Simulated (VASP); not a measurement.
Set up this calculation in VASP 6.6.1, as the native input.

```
Task                   : single point
Functional             : PBE
Potentials or basis    : VASP PAW PBE potentials, release 64 (B, N)
Cutoff                 : 520 eV
k mesh                 : 12 × 12 × 4
Occupations            : gaussian, width 0.05 eV
Spin                   : no spin polarisation
Dipole correction      : no
Further INCAR settings : ALGO = Normal; EDIFF = 1e-06; NBANDS = 16
```

The structure of BN lies in POSCAR:

```
BN
1.0
    2.5039917043      0.0000000000      0.0000000000
   -1.2519958522      2.1685204268      0.0000000000
    0.0000000000      0.0000000000      6.6612000000
B N
2 2
Direct
    0.1789388361      0.5974950794      0.2500000000
    0.6666666667      0.3333333333      0.7500000000
    0.3333333333      0.6666666667      0.7500000000
    0.6666666667      0.3333333333      0.2500000000
```

This cell differs from its parent crystal: atom 1 (B) moved by (-0.300, -0.150) A along x and y.

One way to write it, as run:

INCAR

```
PREC = Accurate ; ENCUT = 520
EDIFF = 1E-6 ; ISMEAR = 0
SIGMA = 0.05 ; LREAL = F
LASPH = T ; NELM = 100
ALGO = Normal ; ISIF = 2
LWAVE = F ; LCHARG = T
GGA = PE ; LELF = T
LVHAR = T ; NBANDS = 16
```

KPOINTS

```
regular mesh
0
Gamma
  12 12 4
```

Potentials or basis: VASP PAW PBE potentials, release 64 (B, N).

The run is started by

```bash
$ cat potpaw_PBE.64/B/POTCAR potpaw_PBE.64/N/POTCAR > POTCAR
$ mpirun -np 1 vasp_std > vasp.out
```

It gave:

| Property | Result |
| --- | --- |
| Pressure | 34.8 GPa |
| Largest force | 27.125 eV/Å |
| Band gap on the k mesh | 2.42 eV (least direct gap 3.75 eV) |

Caveat: the cell differs from its parent crystal (atom 1 (B) moved by (-0.300, -0.150) A along x and y); the stress differs along the axes, from 3 to 74 GPa; this functional lacks dispersion, which binds layers or chains, so the pressure and a relaxed spacing across them are unreliable; forces of over 1 eV/Å act on the atoms, so gaps and moduli don't describe the material at rest.

Wall time 100 s on 1 thread of Intel(R) Xeon(R) Platinum 8559C (Emerald Rapids), with other jobs on the host, peak memory 0.22 GiB.
